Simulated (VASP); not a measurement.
# TePb (I4/mmm) in VASP: further runs

The runs below take TePb through single point, with LDA.

Everything below comes from runs of VASP 6.6.1. Logs are shortened: lines on timing, memory, paths and dates and some standing lists are left out, and cuts for length are marked.

## 1. The cell of the first run

Symmetry: I4/mmm, No. 139, tetragonal system. The conventional cell has a = 4.558 Å, b = 4.558 Å, c = 6.344 Å, α = 90.00°, β = 90.00°, γ = 90.00°. Within 4.2 Å of Te (site symmetry 4/mmm) lie 6 Pb at 3.17 to 3.22 Å. Within 4.2 Å of Pb (site symmetry 4/mmm) lie 6 Te at 3.17 to 3.22 Å.

## 2. Single point, LDA (in-plane strain +0.01)

Input file INCAR:

```
SYSTEM = TePb
ALGO = Normal
EDIFF = 1E-6
ENCUT = 500
GGA_COMPAT = .FALSE.
ISIF = 2
ISMEAR = 0
LASPH = .TRUE.
LCHARG = .FALSE.
LREAL = .FALSE.
LWAVE = .FALSE.
NBANDS = 17
NELM = 120
PREC = Accurate
SIGMA = 0.01
```

Input file KPOINTS:

```
k-points
0
G
  6 6 6
  0 0 0
```

Input file POSCAR:

```
TePb
1.0
    3.2228212868      3.2228212868      0.0000000000
   -3.2228212868      3.2228212868      0.0000000000
    0.0000000000      3.2228212868      3.1717666922
Te Pb
1 1
Direct
    0.5000000000      0.5000000000      0.0000000000
    0.0000000000      0.0000000000      0.0000000000
```

Potentials or basis: VASP PAW LDA potentials, release 64 (Te, Pb_d).

Started as:

```bash
> cat potpaw_LDA.64/Te/POTCAR potpaw_LDA.64/Pb_d/POTCAR > POTCAR
> mpirun -np 1 vasp_std > vasp.out
```

OUTCAR:

```text
SYSTEM = TePb
   EDIFF = 1E-6
   ENCUT = 500
   ISIF = 2
   ISMEAR = 0
   LASPH = .TRUE.
   LREAL = .FALSE.
   NELM = 120
   PREC = Accurate

 ion  position               nearest neighbor table
   1  0.500  0.500  0.000-   2 3.17   2 3.17   2 3.22   2 3.22   2 3.22   2 3.22
   2  0.000  0.000  0.000-   1 3.17   1 3.17   1 3.22   1 3.22   1 3.22   1 3.22

  LATTYP: Found a body centered tetragonal cell.
 ALAT       =     4.5577575729
 C/A-ratio  =     1.3918101792

  Lattice vectors:

 A1 = (   3.2228212868,   0.0000000000,  -3.1717666922)
 A2 = (  -3.2228212868,   0.0000000000,  -3.1717666922)
 A3 = (   0.0000000000,   3.2228212868,   3.1717666922)

Analysis of symmetry for initial positions (statically):
=====================================================================
 Subroutine PRICEL returns:
 Original cell was already a primitive cell.

 Routine SETGRP: Setting up the symmetry group for a
 body centered tetragonal supercell.

 Subroutine GETGRP returns: Found 16 space group operations
 (whereof 16 operations were pure point group operations)
 out of a pool of 16 trial point group operations.

The static configuration has the point symmetry D_4h.

Analysis of symmetry for dynamics (positions and initial velocities):
=====================================================================
 Subroutine PRICEL returns:
 Original cell was already a primitive cell.

 Routine SETGRP: Setting up the symmetry group for a
 body centered tetragonal supercell.

 Subroutine GETGRP returns: Found 16 space group operations
 (whereof 16 operations were pure point group operations)
 out of a pool of 16 trial point group operations.

The dynamic configuration has the point symmetry D_4h.

 Subroutine INISYM returns: Found 16 space group operations
 (whereof 16 operations are pure point group operations),
 and found     1 'primitive' translations

----------------------------------------------------------------------------------------

                                     Primitive cell

  volume of cell :      65.8876

  direct lattice vectors                    reciprocal lattice vectors
     3.222821287  3.222821287  0.000000000     0.155143570  0.155143570 -0.157640851
    -3.222821287  3.222821287  0.000000000    -0.155143570  0.155143570 -0.157640851
     0.000000000  3.222821287  3.171766692     0.000000000  0.000000000  0.315281702

  length of vectors
     4.557757573  4.557757573  4.521800637     0.270166046  0.270166046  0.315281702

  position of ions in fractional coordinates (direct lattice)
     0.500000000  0.500000000  0.000000000
     0.000000000  0.000000000  0.000000000

  ion indices of the primitive-cell ions
   primitive index   ion index
                 1           1
                 2           2

----------------------------------------------------------------------------------------

 KPOINTS: k-points

Automatic generation of k-mesh.
 Grid dimensions read from file:
 generate k-points for:    6    6    6

 Generating k-lattice:

  Cartesian coordinates                     Fractional coordinates (reciprocal lattice)
     0.025857262  0.025857262 -0.026273475     0.166666667  0.000000000  0.000000000
    -0.025857262  0.025857262 -0.026273475     0.000000000  0.166666667  0.000000000
     0.000000000  0.000000000  0.052546950     0.000000000  0.000000000  0.166666667

  Length of vectors
     0.045027674  0.045027674  0.052546950

  Shift w.r.t. Gamma in fractional coordinates (k-lattice)
     0.000000000  0.000000000  0.000000000

 Subroutine IBZKPT returns following result:
 ===========================================

 Found     30 irreducible k-points:

 Following reciprocal coordinates:
            Coordinates               Weight
  0.000000  0.000000  0.000000      1.000000
  0.166667  0.000000  0.000000      8.000000
  0.333333  0.000000  0.000000      8.000000
  0.500000  0.000000  0.000000      4.000000
  0.166667  0.166667  0.000000      8.000000
  0.333333  0.166667  0.000000     16.000000
[... 16 lines left out ...]
 -0.333333 -0.333333  0.166667      4.000000
 -0.166667 -0.333333  0.166667     16.000000
 [... further k-points ...]
   k-points           NKPTS =     30   k-points in BZ     NKDIM =     30   number of bands    NBANDS=     17
   number of dos      NEDOS =    301   number of ions     NIONS =      2
   total plane-waves  NPLWV =  46656
   dimension x,y,z NGX =    36 NGY =   36 NGZ =   36
   dimension x,y,z NGXF=    72 NGYF=   72 NGZF=   72
   ions per type =               1   1
   NGX,Y,Z   is equivalent  to a cutoff of  13.13, 13.13, 13.24 a.u.
   NGXF,Y,Z  is equivalent  to a cutoff of  26.26, 26.26, 26.47 a.u.
 SYSTEM =  TePb
   PREC   = accura    normal or accurate (medium, high low for compatibility)
   ISTART =      0    job   : 0-new  1-cont  2-samecut
   ICHARG =      2    charge: 1-file 2-atom 10-const
   ISPIN  =      1    spin polarized calculation?
   LNONCOLLINEAR =      F non collinear calculations
   LSORBIT =      F    spin-orbit coupling
   LASPH  =      T    aspherical Exc in radial PAW
   ENCUT  =  500.0 eV  36.75 Ry    6.06 a.u.   8.31  8.31  8.24*2*pi/ulx,y,z
   NELM   =    120;   NELMIN=  2; NELMDL= -5     # of ELM steps
   EDIFF  = 0.1E-05   stopping-criterion for ELM
   LREAL  =      F    real-space projection
   EDIFFG = 0.1E-04   stopping-criterion for IOM
   NSW    =      0    number of steps for IOM
   IBRION =     -1    ionic relax: 0-MD 1-quasi-New 2-CG
   NFREE  =      0    steps in history (QN), initial steepest desc. (CG)
   ISIF   =      2    stress and relaxation
   ISYM   =      2    0-nonsym 1-usesym 2-fastsym
   POTIM  = 0.5000    time-step for ionic-motion
   TEBEG  =    0.0;   TEEND  =   0.0 temperature during run
   PSTRESS=    0.0 pullay stress
   NELECT =      20.0000    total number of electrons
   NUPDOWN=      -1.0000    fix difference up-down
   EMIN   =  10.00;   EMAX   =-10.00  energy-range for DOS
   EFERMI =   0.00;   METHOD = LEGACY
   ISMEAR =     0;   SIGMA  =   0.01  broadening in eV -4-tet -1-fermi 0-gaus
   EFERMI_NEDOS =   21; number of points for ismear=-14 and -15
   IALGO  =     38    algorithm
   IMIX   =      4    mixing-type and parameters
     AMIX     =   0.40;   BMIX     =  1.00
     AMIX_MAG =   1.60;   BMIX_MAG =  1.00
  volume/ion in A,a.u.               =      32.94       222.32
  Fermi-wavevector in a.u.,A,eV,Ry     =   1.100230  2.079134 16.469944  1.210507
  Thomas-Fermi vector in A             =   2.236638
   LORBIT       =      0    0 simple, 1 ext, 2 COOP (PROOUT), +10 PAW based schemes
   GGA     = CA    functional components
   LHFCALC =     F    Hartree Fock is set to
   AEXX    =    0.0000 exact exchange contribution
   IVDW    =     0    specifies the selected vdW correction
   LEPSILON=     F    determine dielectric tensor
   LRPA    =     F    only Hartree local field effects (RPA)
 non-spin polarized calculation
 Gauss-broadening in eV      SIGMA  =   0.01
  energy-cutoff  :      500.00
  volume of cell :       65.89
 maximum number of plane-waves:      1687
 NGX is ok and might be reduce to    36
   NGX = 17   NGY = 17   NGZ = 17

 number of electron      20.0000000 magnetization

 Free energy of the ion-electron system (eV)
  ---------------------------------------------------
  ext. energy  EPLUGINS =         0.00000000
  ---------------------------------------------------
  free energy    TOTEN  =        -8.76996169 eV

  energy without entropy =       -8.76996169  energy(sigma->0) =       -8.76996169

 E-fermi :   5.8297     XC(G=0):  -9.6781

 val. band max:        5.7370759771   @ k =   0.5000   0.0000   0.0000
 cond. band min:       6.3091704796   @ k =   0.5000   0.0000   0.0000
 fundamental gap:      0.5720945025
 Fermi energy:         5.8297044973

 k-point     1 :       0.0000    0.0000    0.0000
  band No.  band energies     occupation
      1     -10.9901      2.00000
      2     -10.9858      2.00000
      3     -10.9741      2.00000
      4     -10.9709      2.00000
      5     -10.9709      2.00000
      6      -6.5290      2.00000
[... 9 lines left out ...]
     16      11.5158      0.00000
     17      12.9116      0.00000

 k-point     2 :       0.1667    0.0000    0.0000
  band No.  band energies     occupation
      1     -10.9933      2.00000
      2     -10.9899      2.00000
      3     -10.9722      2.00000
      4     -10.9680      2.00000
      5     -10.9666      2.00000
      6      -6.2846      2.00000
[... 9 lines left out ...]
     16      11.9846      0.00000
     17      14.6314      0.00000

 k-point     3 :       0.3333    0.0000    0.0000
  band No.  band energies     occupation
      1     -11.0012      2.00000
      2     -10.9991      2.00000
      3     -10.9706      2.00000
      4     -10.9590      2.00000
      5     -10.9565      2.00000
      6      -5.6140      2.00000
[... 9 lines left out ...]
     16      13.3529      0.00000
     17      16.7244      0.00000

 k-point     4 :       0.5000    0.0000    0.0000
  band No.  band energies     occupation
      1     -11.0053      2.00000
      2     -11.0039      2.00000
      3     -10.9702      2.00000
      4     -10.9542      2.00000
      5     -10.9512      2.00000
      6      -5.0306      2.00000
[... 9 lines left out ...]
     16      14.9856      0.00000
     17      14.9959      0.00000

 k-point     5 :       0.1667    0.1667    0.0000
  band No.  band energies     occupation
      1     -10.9988      2.00000
      2     -10.9953      2.00000
      3     -10.9716      2.00000
      4     -10.9643      2.00000
      5     -10.9588      2.00000
      6      -5.8896      2.00000
[... 9 lines left out ...]
     16      13.8599      0.00000
     17      14.1132      0.00000

 k-point     6 :       0.3333    0.1667    0.0000
  band No.  band energies     occupation
      1     -11.0086      2.00000
      2     -11.0011      2.00000
      3     -10.9676      2.00000
      4     -10.9566      2.00000
      5     -10.9548      2.00000
      6      -5.1753      2.00000
[... 9 lines left out ...]
     16      14.5375      0.00000
     17      15.9152      0.00000

 k-point     7 :       0.5000    0.1667    0.0000
  band No.  band energies     occupation
      1     -11.0176      2.00000
      2     -10.9964      2.00000
      3     -10.9678      2.00000
      4     -10.9574      2.00000
      5     -10.9507      2.00000
      6      -4.9947      2.00000
[... 9 lines left out ...]
     16      15.1179      0.00000
     17      15.5706      0.00000

 k-point     8 :      -0.3333    0.1667   -0.0000
  band No.  band energies     occupation
      1     -11.0146      2.00000
      2     -10.9874      2.00000
      3     -10.9728      2.00000
      4     -10.9610      2.00000
      5     -10.9553      2.00000
      6      -5.6881      2.00000
[... 9 lines left out ...]
     16      14.1276      0.00000
     17      15.3981      0.00000
[... 203 lines left out ...]
      1     -11.0261      2.00000
      2     -10.9894      2.00000
      3     -10.9707      2.00000
      4     -10.9544      2.00000
      5     -10.9530      2.00000
      6      -5.1336      2.00000
[... 9 lines left out ...]
     16      14.6921      0.00000
     17      15.2192      0.00000

 k-point    20 :       0.5000    0.3333    0.1667
  band No.  band energies     occupation
      1     -11.0287      2.00000
      2     -10.9934      2.00000
      3     -10.9628      2.00000
      4     -10.9596      2.00000
      5     -10.9505      2.00000
      6      -4.7285      2.00000
[... 9 lines left out ...]
     16      15.8708      0.00000
     17      16.0470      0.00000

 k-point    21 :       0.5000    0.5000    0.1667
  band No.  band energies     occupation
      1     -11.0438      2.00000
      2     -10.9852      2.00000
      3     -10.9722      2.00000
      4     -10.9513      2.00000
      5     -10.9472      2.00000
      6      -4.6673      2.00000
[... 9 lines left out ...]
     16      16.3287      0.00000
     17      17.1660      0.00000

 k-point    22 :      -0.1667    0.5000    0.1667
  band No.  band energies     occupation
      1     -11.0273      2.00000
      2     -10.9897      2.00000
      3     -10.9704      2.00000
      4     -10.9587      2.00000
      5     -10.9487      2.00000
      6      -5.1400      2.00000
[... 9 lines left out ...]
     16      14.6808      0.00000
     17      15.4789      0.00000

 k-point    23 :      -0.3333   -0.3333    0.1667
  band No.  band energies     occupation
      1     -11.0461      2.00000
      2     -10.9849      2.00000
      3     -10.9722      2.00000
      4     -10.9574      2.00000
      5     -10.9403      2.00000
      6      -4.6600      2.00000
[... 9 lines left out ...]
     16      16.7081      0.00000
     17      17.2672      0.00000

 k-point    24 :      -0.1667   -0.3333    0.1667
  band No.  band energies     occupation
      1     -11.0311      2.00000
      2     -10.9933      2.00000
      3     -10.9666      2.00000
      4     -10.9607      2.00000
      5     -10.9446      2.00000
      6      -4.7045      2.00000
[... 9 lines left out ...]
     16      15.9580      0.00000
     17      16.2271      0.00000

 [... further k-points ...]
[... 5 lines left out ...]
  --------------------------------------------------------------------------------------
  -------------------------------------------------------------------------------------
  Total       -0.5140998     -0.5140998      0.3306705      0.0000000      0.0000000     -0.0000000
  in kB      -12.5012763    -12.5012763      8.0408567      0.0000000      0.0000000     -0.0000000
  external PRESSURE =      -5.6538986 kB  Pullay stress =       0.0000000 kB

 VOLUME and BASIS-vectors are now :
 -----------------------------------------------------------------------------
  energy-cutoff  :      500.00
  volume of cell :       65.89
      direct lattice vectors                 reciprocal lattice vectors
     3.222821287  3.222821287  0.000000000     0.155143570  0.155143570 -0.157640851
    -3.222821287  3.222821287  0.000000000    -0.155143570  0.155143570 -0.157640851
     0.000000000  3.222821287  3.171766692     0.000000000  0.000000000  0.315281702

 POSITION                                       TOTAL-FORCE (eV/Angst)
 -----------------------------------------------------------------------------------
      0.00000      3.22282      0.00000         0.000000     -0.000000      0.000000
      0.00000      0.00000      0.00000         0.000000      0.000000      0.000000
 -----------------------------------------------------------------------------------
    total drift:                                0.000000      0.000000     -0.000000

  FREE ENERGIE OF THE ION-ELECTRON SYSTEM (eV)
  ---------------------------------------------------
  free  energy   TOTEN  =        -8.7699616947 eV

  energy  without entropy=       -8.7699616947  energy(sigma->0) =       -8.76996169
```

Run time: 28 s. Hardware: 1 thread of Intel Xeon Platinum 8488C (Sapphire Rapids), shared host; peak memory 0.18 GiB.

Results:

```yaml
Free_energy: -8.7700 eV
Pressure: -0.6 GPa
Band_gap_on_the_k_mesh: 0.57 eV, direct
```

Levels at points of the mesh, in eV from the valence-band top:
```tsv
k point	band 6	band 7	band 8	band 9	band 10	band 11	band 12	band 13	band 14	band 15
(0.00, 0.00, 0.00)	-12.27	-5.62	-1.56	-1.39	-1.39	3.88	3.88	4.26	5.69	5.69
(0.50, 0.00, 0.00)	-10.77	-8.78	-0.98	-0.93	0.00	0.57	1.10	1.18	8.31	9.12
(0.50, 0.50, 0.00)	-10.53	-7.36	-4.71	-3.03	-2.86	3.16	5.28	5.69	6.65	10.10
(0.00, 0.00, 0.50)	-10.42	-7.48	-4.74	-2.98	-2.98	3.10	5.42	5.42	6.89	10.11
```

Caveat: the cell differs from its parent crystal (in-plane strain +0.01); spin-orbit coupling is left out, which moves the levels of the heavy elements.

## 3. Single point, LDA (film at in-plane strain +0.01)

Input file INCAR:

```
PREC = Accurate ; ENCUT = 500
EDIFF = 1E-6 ; ISMEAR = 0
SIGMA = 0.01 ; LREAL = F
LASPH = T ; NELM = 120
ALGO = Normal ; ISIF = 2
LWAVE = F ; LCHARG = F
NBANDS = 17 ; GGA_COMPAT = F
```

Input file KPOINTS:

```
Automatic mesh
0
Gamma
  6 6 6
```

Edit POSCAR of step 2 so:

```diff
@@ -4,3 +4,3 @@
    -3.2228212868      3.2228212868      0.0000000000
-    0.0000000000      3.2228212868      3.1717666922
+    0.0000000000      3.2228212868      3.1881160808
 Te Pb
```

Potentials or basis: VASP PAW LDA potentials, release 64 (Te, Pb_d).

Started as:

```bash
> cat potpaw_LDA.64/Te/POTCAR potpaw_LDA.64/Pb_d/POTCAR > POTCAR
> mpirun -np 1 vasp_std > vasp.out
```

Wall time 24 s (1 thread of Intel Xeon Platinum 8488C (Sapphire Rapids), shared host); peak memory 0.19 GiB.

It converged, with:

| Item | Value |
| --- | --- |
| Free energy | -8.7710 eV |
| Pressure | -0.8 GPa |
| Band gap on the k mesh | 0.59 eV, direct |

Stress tensor (GPa, compression positive):
```
-1.27  0.00  0.00
 0.00 -1.27  0.00
 0.00  0.00  0.07
```

Levels at points of the mesh, in eV from the valence-band top:
```csv
k point,band 6,band 7,band 8,band 9,band 10,band 11,band 12,band 13,band 14,band 15
"(0.00, 0.00, 0.00)",-12.22,-5.63,-1.49,-1.38,-1.38,3.92,3.92,4.17,5.71,5.71
"(0.50, 0.00, 0.00)",-10.73,-8.74,-0.95,-0.92,0.00,0.59,1.13,1.18,8.31,9.15
"(0.50, 0.50, 0.00)",-10.49,-7.36,-4.66,-2.97,-2.85,3.18,5.33,5.60,6.65,10.11
"(0.00, 0.00, 0.50)",-10.41,-7.44,-4.69,-2.94,-2.94,3.14,5.42,5.42,6.81,10.11
```

Caveat: the cell differs from its parent crystal (film at in-plane strain +0.01); spin-orbit coupling is left out, which moves the levels of the heavy elements. A k mesh can miss the band edges.

[end of part 1 of 2]
